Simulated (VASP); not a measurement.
The system is CaO.

```
Ca O
1.0
     0.00000    2.40356    2.40356
     2.40356    0.00000    2.40356
     2.40356    2.40356    0.00000
Ca O
1 1
Direct
  0.00000 0.00000 0.00000
  0.50000 0.50000 0.50000
```

| Property | Result |
| --- | --- |
| Program | VASP 6.6.1 |
| Task | relaxation of cell and atoms |
| Functional | BLYP |
| Dispersion | D3(BJ) |
| Potentials or basis | VASP PAW PBE potentials, release 64 (Ca_sv, O) |
| Cutoff | 600 eV |
| k mesh | 10 × 10 × 10 |
| Occupations | fermi-dirac, width 0.05 eV |
| Spin | no spin polarisation |

At the start: pressure -2.5 GPa; volume 13.89 Å³/atom.

Question: Where does the relaxation end?

Answer: Over 3 steps the energy falls by 2.5 meV/atom and the volume is 13.58 Å³/atom (-2.2 %); space group Fm-3m (No. 225, to 0.1 Å) before and after.

Step by step:
| step | energy change (eV) | largest force (eV/Å) | pressure (GPa) | volume (Å³) |
| --- | --- | --- | --- | --- |
| 1 | 0.0000 | 0.0000 | -2.55 | 27.77 |
| 2 | -0.0040 | 0.0000 | 1.13 | 26.89 |
| 3 | -0.0049 | 0.0000 | -0.03 | 27.16 |

Final structure:
```yaml
crystal:
  lattice:
    - [0.00000, 2.38568, 2.38568]
    - [2.38568, 0.00000, 2.38568]
    - [2.38568, 2.38568, 0.00000]
  atoms:
    - { symbol: Ca, position: [0.00000, 0.00000, 0.00000] }
    - { symbol: O, position: [0.50000, 0.50000, 0.50000] }
```

Caveat: the PAW data sets were made with another functional, which shifts forces and pressure a little.
